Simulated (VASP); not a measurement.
# Sr (Im-3m) in VASP: notebook

The runs below take Sr through single point, with PBE.

Everything below comes from runs of VASP 6.6.1. Logs are shortened: lines on timing, memory, paths and dates and some standing lists are left out, and cuts for length are marked.

## Step 1: The cell of the first run

It takes space group Im-3m (No. 229, cubic). Conventional cell: a = 4.622 Å, b = 4.622 Å, c = 4.622 Å, α = 90.00°, β = 90.00°, γ = 90.00°. Within 5.3 Å of Sr (site symmetry m-3m) lie 14 Sr at 4.00 to 4.62 Å.

## Step 2: Single point, PBE (Ba replaced by Sr, lengths x 0.944, strained)

File INCAR:

```
SYSTEM = Sr
PREC = Accurate
ENCUT = 500
EDIFF = 1E-6
ISMEAR = 0
SIGMA = 0.1
LREAL = .False.
LASPH = .True.
NELM = 120
ALGO = Normal
ISIF = 2
LWAVE = .False.
LCHARG = .False.
GGA = PE
NBANDS = 11
GGA_COMPAT = .False.
```

File KPOINTS:

```
regular mesh
0
Gamma
  6 6 6
  0 0 0
```

File POSCAR:

```
Sr
1.0
   -2.3110369767      2.3110369767      2.3110369767
    2.3110369767     -2.3110369767      2.3110369767
    2.3110369767      2.3110369767     -2.3110369767
Sr
1
Direct
    0.0000000000      0.0000000000      0.0000000000
```

Potentials or basis: VASP PAW PBE potentials, release 64 (Sr_sv).

Command:

```sh
$ cat potpaw_PBE.64/Sr_sv/POTCAR > POTCAR
$ mpirun -np 1 vasp_std > vasp.out
```

OUTCAR:

```text
SYSTEM = Sr
   PREC = Accurate
   ENCUT = 500
   EDIFF = 1E-6
   ISMEAR = 0
   LREAL = .False.
   LASPH = .True.
   NELM = 120
   ISIF = 2
   GGA = PE

 ion  position               nearest neighbor table
   1  0.000  0.000  0.000-

  LATTYP: Found a body centered cubic cell.
 ALAT       =     4.6220739534

  Lattice vectors:

 A1 = (  -2.3110369767,   2.3110369767,   2.3110369767)
 A2 = (   2.3110369767,  -2.3110369767,   2.3110369767)
 A3 = (   2.3110369767,   2.3110369767,  -2.3110369767)

Analysis of symmetry for initial positions (statically):
=====================================================================
 Subroutine PRICEL returns:
 Original cell was already a primitive cell.

 Routine SETGRP: Setting up the symmetry group for a
 body centered cubic supercell.

 Subroutine GETGRP returns: Found 48 space group operations
 (whereof 48 operations were pure point group operations)
 out of a pool of 48 trial point group operations.

The static configuration has the point symmetry O_h .

Analysis of symmetry for dynamics (positions and initial velocities):
=====================================================================
 Subroutine PRICEL returns:
 Original cell was already a primitive cell.

 Routine SETGRP: Setting up the symmetry group for a
 body centered cubic supercell.

 Subroutine GETGRP returns: Found 48 space group operations
 (whereof 48 operations were pure point group operations)
 out of a pool of 48 trial point group operations.

The dynamic configuration has the point symmetry O_h .

 Subroutine INISYM returns: Found 48 space group operations
 (whereof 48 operations are pure point group operations),
 and found     1 'primitive' translations

----------------------------------------------------------------------------------------

                                     Primitive cell

  volume of cell :      49.3720

  direct lattice vectors                    reciprocal lattice vectors
    -2.311036977  2.311036977  2.311036977     0.000000000  0.216353094  0.216353094
     2.311036977 -2.311036977  2.311036977     0.216353094  0.000000000  0.216353094
     2.311036977  2.311036977 -2.311036977     0.216353094  0.216353094  0.000000000

  length of vectors
     4.002833462  4.002833462  4.002833462     0.305969480  0.305969480  0.305969480

  position of ions in fractional coordinates (direct lattice)
     0.000000000  0.000000000  0.000000000

  ion indices of the primitive-cell ions
   primitive index   ion index
                 1           1

----------------------------------------------------------------------------------------

 KPOINTS: regular mesh

Automatic generation of k-mesh.
 Grid dimensions read from file:
 generate k-points for:    6    6    6

 Generating k-lattice:

  Cartesian coordinates                     Fractional coordinates (reciprocal lattice)
     0.000000000  0.036058849  0.036058849     0.166666667  0.000000000  0.000000000
     0.036058849  0.000000000  0.036058849     0.000000000  0.166666667  0.000000000
     0.036058849  0.036058849  0.000000000     0.000000000  0.000000000  0.166666667

  Length of vectors
     0.050994913  0.050994913  0.050994913

  Shift w.r.t. Gamma in fractional coordinates (k-lattice)
     0.000000000  0.000000000  0.000000000

 Subroutine IBZKPT returns following result:
 ===========================================

 Found     16 irreducible k-points:

 Following reciprocal coordinates:
            Coordinates               Weight
  0.000000  0.000000  0.000000      1.000000
  0.166667  0.000000  0.000000     12.000000
  0.333333  0.000000  0.000000     12.000000
  0.500000  0.000000  0.000000      6.000000
  0.166667  0.166667  0.000000     24.000000
  0.333333  0.166667  0.000000     48.000000
[... 8 lines left out ...]
  0.500000  0.500000  0.333333     12.000000
  0.500000  0.500000  0.500000      1.000000
   k-points           NKPTS =     16   k-points in BZ     NKDIM =     16   number of bands    NBANDS=     11
   number of dos      NEDOS =    301   number of ions     NIONS =      1
   total plane-waves  NPLWV =  27000
   dimension x,y,z NGX =    30 NGY =   30 NGZ =   30
   dimension x,y,z NGXF=    60 NGYF=   60 NGZF=   60
   ions per type =               1
   NGX,Y,Z   is equivalent  to a cutoff of  12.46, 12.46, 12.46 a.u.
   NGXF,Y,Z  is equivalent  to a cutoff of  24.92, 24.92, 24.92 a.u.
 SYSTEM =  Sr
   PREC   = accura    normal or accurate (medium, high low for compatibility)
   ISTART =      0    job   : 0-new  1-cont  2-samecut
   ICHARG =      2    charge: 1-file 2-atom 10-const
   ISPIN  =      1    spin polarized calculation?
   LNONCOLLINEAR =      F non collinear calculations
   LSORBIT =      F    spin-orbit coupling
   LASPH  =      T    aspherical Exc in radial PAW
   ENCUT  =  500.0 eV  36.75 Ry    6.06 a.u.   7.30  7.30  7.30*2*pi/ulx,y,z
   NELM   =    120;   NELMIN=  2; NELMDL= -5     # of ELM steps
   EDIFF  = 0.1E-05   stopping-criterion for ELM
   LREAL  =      F    real-space projection
   EDIFFG = 0.1E-04   stopping-criterion for IOM
   NSW    =      0    number of steps for IOM
   IBRION =     -1    ionic relax: 0-MD 1-quasi-New 2-CG
   NFREE  =      0    steps in history (QN), initial steepest desc. (CG)
   ISIF   =      2    stress and relaxation
   ISYM   =      2    0-nonsym 1-usesym 2-fastsym
   POTIM  = 0.5000    time-step for ionic-motion
   TEBEG  =    0.0;   TEEND  =   0.0 temperature during run
   PSTRESS=    0.0 pullay stress
   NELECT =      10.0000    total number of electrons
   NUPDOWN=      -1.0000    fix difference up-down
   EMIN   =  10.00;   EMAX   =-10.00  energy-range for DOS
   EFERMI =   0.00;   METHOD = LEGACY
   ISMEAR =     0;   SIGMA  =   0.10  broadening in eV -4-tet -1-fermi 0-gaus
   EFERMI_NEDOS =   21; number of points for ismear=-14 and -15
   IALGO  =     38    algorithm
   IMIX   =      4    mixing-type and parameters
     AMIX     =   0.40;   BMIX     =  1.00
     AMIX_MAG =   1.60;   BMIX_MAG =  1.00
  volume/ion in A,a.u.               =      49.37       333.18
  Fermi-wavevector in a.u.,A,eV,Ry     =   0.961423  1.816826 12.576336  0.924335
  Thomas-Fermi vector in A             =   2.090794
   LORBIT       =      0    0 simple, 1 ext, 2 COOP (PROOUT), +10 PAW based schemes
   GGA     = PE    functional components
   LHFCALC =     F    Hartree Fock is set to
   AEXX    =    0.0000 exact exchange contribution
   IVDW    =     0    specifies the selected vdW correction
   LEPSILON=     F    determine dielectric tensor
   LRPA    =     F    only Hartree local field effects (RPA)
 non-spin polarized calculation
 Gauss-broadening in eV      SIGMA  =   0.10
  energy-cutoff  :      500.00
  volume of cell :       49.37
 maximum number of plane-waves:      1264
 NGX is ok and might be reduce to    30
   NGX = 15   NGY = 15   NGZ = 15

 number of electron      10.0000000 magnetization

 Free energy of the ion-electron system (eV)
  ---------------------------------------------------
  ext. energy  EPLUGINS =         0.00000000
  ---------------------------------------------------
  free energy    TOTEN  =        -1.61838057 eV

  energy without entropy =       -1.61324564  energy(sigma->0) =       -1.61581311

 E-fermi :   1.9241     XC(G=0):  -7.6812

 val. band max:        1.8565779060   @ k =   0.3333   0.1667   0.1667
 cond. band min:       2.1644688099   @ k =   0.5000   0.5000   0.1667
 fundamental gap:      0.3078909039
 Fermi energy:         1.9240700997

 k-point     1 :       0.0000    0.0000    0.0000
  band No.  band energies     occupation
      1     -34.4386      2.00000
      2     -16.2996      2.00000
      3     -16.2996      2.00000
      4     -16.2996      2.00000
      5      -1.8301      2.00000
      6       4.4779      0.00000
      7       4.4779      0.00000
      8       4.4779      0.00000
      9       5.9236      0.00000
     10       5.9236      0.00000
     11      10.4565      0.00000

 k-point     2 :       0.1667    0.0000    0.0000
  band No.  band energies     occupation
      1     -34.4323      2.00000
      2     -16.3742      2.00000
      3     -16.3234      2.00000
      4     -16.2999      2.00000
      5      -1.3188      2.00000
      6       4.0380      0.00000
      7       4.0671      0.00000
      8       4.9912      0.00000
      9       5.5807      0.00000
     10       5.9176      0.00000
     11      10.8018      0.00000

 k-point     3 :       0.3333    0.0000    0.0000
  band No.  band energies     occupation
      1     -34.4197      2.00000
      2     -16.5182      2.00000
      3     -16.3703      2.00000
      4     -16.3003      2.00000
      5      -0.0442      2.00000
      6       2.9301      0.00000
      7       3.4420      0.00000
      8       5.8103      0.00000
      9       6.1464      0.00000
     10       6.4266      0.00000
     11       9.5177      0.00000

 k-point     4 :       0.5000    0.0000    0.0000
  band No.  band energies     occupation
      1     -34.4133      2.00000
      2     -16.5878      2.00000
      3     -16.3936      2.00000
      4     -16.3006      2.00000
      5       0.8961      2.00000
      6       2.3660      0.00000
      7       3.1877      0.00000
      8       5.7852      0.00000
      9       6.4980      0.00000
     10       7.8859      0.00000
     11       8.4908      0.00000
[... 127 lines left out ...]
 k-point    14 :      -0.3333    0.3333    0.3333
  band No.  band energies     occupation
      1     -34.4042      2.00000
      2     -16.4894      2.00000
      3     -16.4496      2.00000
      4     -16.4496      2.00000
      5       1.2387      2.00000
      6       2.3557      0.00000
      7       4.6602      0.00000
      8       4.6602      0.00000
      9       5.3572      0.00000
     10       6.4383      0.00000
     11      10.0472      0.00000

 k-point    15 :       0.5000    0.5000    0.3333
  band No.  band energies     occupation
      1     -34.3991      2.00000
      2     -16.5239      2.00000
      3     -16.4755      2.00000
      4     -16.4532      2.00000
      5       1.8248      1.83962
      6       1.8557      1.66620
      7       4.4617      0.00000
      8       4.8784      0.00000
      9       6.2571      0.00000
     10       7.5361      0.00000
     11       8.1195      0.00000

 k-point    16 :       0.5000    0.5000    0.5000
  band No.  band energies     occupation
      1     -34.3943      2.00000
      2     -16.5024      2.00000
      3     -16.5024      2.00000
      4     -16.5024      2.00000
      5       1.6779      1.99950
      6       1.6779      1.99950
      7       6.0530      0.00000
      8       6.0530      0.00000
      9       6.0530      0.00000
     10       7.4293      0.00000
     11       7.4293      0.00000

------------------------ aborting loop because EDIFF is reached ----------------------------------------

  FORCE on cell =-STRESS in cart. coord.  units (eV):
  Direction    XX          YY          ZZ          XY          YZ          ZX
  --------------------------------------------------------------------------------------
  -------------------------------------------------------------------------------------
  Total        0.3375735      0.3375735      0.3375735     -0.0000000     -0.0000000      0.0000000
  in kB       10.9546421     10.9546421     10.9546421     -0.0000000     -0.0000000      0.0000000
  external PRESSURE =      10.9546421 kB  Pullay stress =       0.0000000 kB

 VOLUME and BASIS-vectors are now :
 -----------------------------------------------------------------------------
  energy-cutoff  :      500.00
  volume of cell :       49.37
      direct lattice vectors                 reciprocal lattice vectors
    -2.311036977  2.311036977  2.311036977     0.000000000  0.216353094  0.216353094
     2.311036977 -2.311036977  2.311036977     0.216353094  0.000000000  0.216353094
     2.311036977  2.311036977 -2.311036977     0.216353094  0.216353094  0.000000000

 POSITION                                       TOTAL-FORCE (eV/Angst)
 -----------------------------------------------------------------------------------
      0.00000      0.00000      0.00000         0.000000      0.000000      0.000000
 -----------------------------------------------------------------------------------
    total drift:                               -0.000000     -0.000000      0.000000

  FREE ENERGIE OF THE ION-ELECTRON SYSTEM (eV)
  ---------------------------------------------------
  free  energy   TOTEN  =        -1.6183805733 eV

  energy  without entropy=       -1.6132456375  energy(sigma->0) =       -1.61581311
```

Run time: 8.5 s. Hardware: 1 thread of Intel Xeon 6975P-C, shared host; peak memory 0.16 GiB.

Results:

```
Free energy            : -1.6184 eV
Pressure               : 1.1 GPa
Band gap on the k mesh : zero (band 5 reaches 2.20 eV, above the bottom of band 6 at 1.68 eV)
```

Levels at points of the mesh, in eV from the Fermi level:
| k point | band 3 | band 4 | band 5 | band 6 | band 7 | band 8 |
| --- | --- | --- | --- | --- | --- | --- |
| (0.00, 0.00, 0.00) | -18.22 | -18.22 | -3.75 | 2.55 | 2.55 | 2.55 |
| (0.50, 0.00, 0.00) | -18.32 | -18.22 | -1.03 | 0.44 | 1.26 | 3.86 |
| (0.50, 0.50, 0.50) | -18.43 | -18.43 | -0.25 | -0.25 | 4.13 | 4.13 |

Caveat: the cell differs from its parent crystal (Ba replaced by Sr, lengths x 0.944, strained).

## Step 3: Single point, PBE (Ba replaced by Sr, lengths x 0.944, strained)

File INCAR:

```
PREC = Accurate
ENCUT = 500
EDIFF = 1E-6
ISMEAR = 0
SIGMA = 0.1
LREAL = False
LASPH = True
NELM = 120
ALGO = Normal
ISIF = 2
LWAVE = False
LCHARG = True
GGA = PE
LELF = True
LVHAR = True
NBANDS = 11
GGA_COMPAT = False
```

File KPOINTS:

```
regular mesh
0
Gamma
  6 6 6
```

File POSCAR:

```
Sr
1.0
   -2.4544824419      2.4544824419      2.4544824419
    2.4544824419     -2.4544824419      2.4544824419
    2.4544824419      2.4544824419     -2.4544824419
Sr
1
Direct
    0.0000000000      0.0000000000      0.0000000000
```

Potentials or basis: VASP PAW PBE potentials, release 64 (Sr_sv).

Command:

```sh
$ cat potpaw_PBE.64/Sr_sv/POTCAR > POTCAR
$ mpirun -np 1 vasp_std > vasp.out
```

OUTCAR:

```text
PREC = Accurate
   ENCUT = 500
   EDIFF = 1E-6
   ISMEAR = 0
   LREAL = False
   LASPH = True
   NELM = 120
   ISIF = 2
   GGA = PE

 ion  position               nearest neighbor table
   1  0.000  0.000  0.000-

  LATTYP: Found a body centered cubic cell.
 ALAT       =     4.9089648838

  Lattice vectors:

 A1 = (  -2.4544824419,   2.4544824419,   2.4544824419)
 A2 = (   2.4544824419,  -2.4544824419,   2.4544824419)
[... 392 lines left out ...]
      9       4.6878      0.00000
     10       6.0573      0.00000
     11       6.0574      0.00000

------------------------ aborting loop because EDIFF is reached ----------------------------------------

  FORCE on cell =-STRESS in cart. coord.  units (eV):
  Direction    XX          YY          ZZ          XY          YZ          ZX
  --------------------------------------------------------------------------------------
  -------------------------------------------------------------------------------------
  Total       -0.3631133     -0.3631133     -0.3631133     -0.0000000     -0.0000000      0.0000000
  in kB       -9.8358734     -9.8358734     -9.8358734     -0.0000000     -0.0000000      0.0000000
  external PRESSURE =      -9.8358734 kB  Pullay stress =       0.0000000 kB

 VOLUME and BASIS-vectors are now :
 -----------------------------------------------------------------------------
  energy-cutoff  :      500.00
  volume of cell :       59.15
      direct lattice vectors                 reciprocal lattice vectors
    -2.454482442  2.454482442  2.454482442     0.000000000  0.203708933  0.203708933
     2.454482442 -2.454482442  2.454482442     0.203708933  0.000000000  0.203708933
     2.454482442  2.454482442 -2.454482442     0.203708933  0.203708933  0.000000000

 POSITION                                       TOTAL-FORCE (eV/Angst)
 -----------------------------------------------------------------------------------
      0.00000      0.00000      0.00000         0.000000      0.000000      0.000000
 -----------------------------------------------------------------------------------
    total drift:                                0.000000      0.000000      0.000000

  FREE ENERGIE OF THE ION-ELECTRON SYSTEM (eV)
  ---------------------------------------------------
  free  energy   TOTEN  =        -1.6120561367 eV

  energy  without entropy=       -1.6019660456  energy(sigma->0) =       -1.60701109
```

OSZICAR:

```text
N       E                     dE             d eps       ncg     rms          rms(c)
DAV:   1     0.355273417885E+02    0.35527E+02   -0.45633E+03   352   0.741E+02
DAV:   2     0.681889433612E-01   -0.35459E+02   -0.34937E+02   428   0.150E+02
DAV:   3    -0.152378723935E+01   -0.15920E+01   -0.15757E+01   509   0.228E+01
DAV:   4    -0.160039623854E+01   -0.76609E-01   -0.76539E-01   440   0.511E+00
DAV:   5    -0.160496897347E+01   -0.45727E-02   -0.45724E-02   522   0.932E-01    0.104E+01
DAV:   6    -0.160895602917E+01   -0.39871E-02   -0.10519E-02   409   0.105E+00    0.573E+00
DAV:   7    -0.161188571218E+01   -0.29297E-02   -0.12496E-02   388   0.123E+00    0.332E-01
DAV:   8    -0.161201061062E+01   -0.12490E-03   -0.17193E-03   535   0.251E-01    0.157E-01
DAV:   9    -0.161203552291E+01   -0.24912E-04   -0.35543E-05   429   0.594E-02    0.312E-02
DAV:  10    -0.161205676774E+01   -0.21245E-04   -0.11222E-05   426   0.241E-02    0.149E-02
DAV:  11    -0.161205613672E+01    0.63102E-06   -0.45071E-07   283   0.529E-03
   1 F= -.16120561E+01 E0= -.16070111E+01  d E =-.100901E-01
```

Wall time 8.7 s (1 thread of Intel Xeon 6975P-C, shared host); peak memory 0.17 GiB.

Results:

```
Free energy            : -1.6121 eV
Pressure               : -1.0 GPa
Band gap on the k mesh : zero (band 5 reaches 1.55 eV, above the bottom of band 6 at 1.30 eV)
```

Levels at points of the mesh, in eV from the Fermi level:
```
           k point  band 3  band 4  band 5  band 6  band 7  band 8
(0.00, 0.00, 0.00)  -18.70  -18.70   -3.56    2.25    2.25    2.25
(0.50, 0.00, 0.00)  -18.75  -18.69   -0.99    0.10    1.18    3.28
(0.50, 0.50, 0.50)  -18.81  -18.81   -0.08   -0.08    3.31    3.31
```

Caveat: the cell differs from its parent crystal (Ba replaced by Sr, lengths x 0.944, strained).

[end of part 1 of 2]
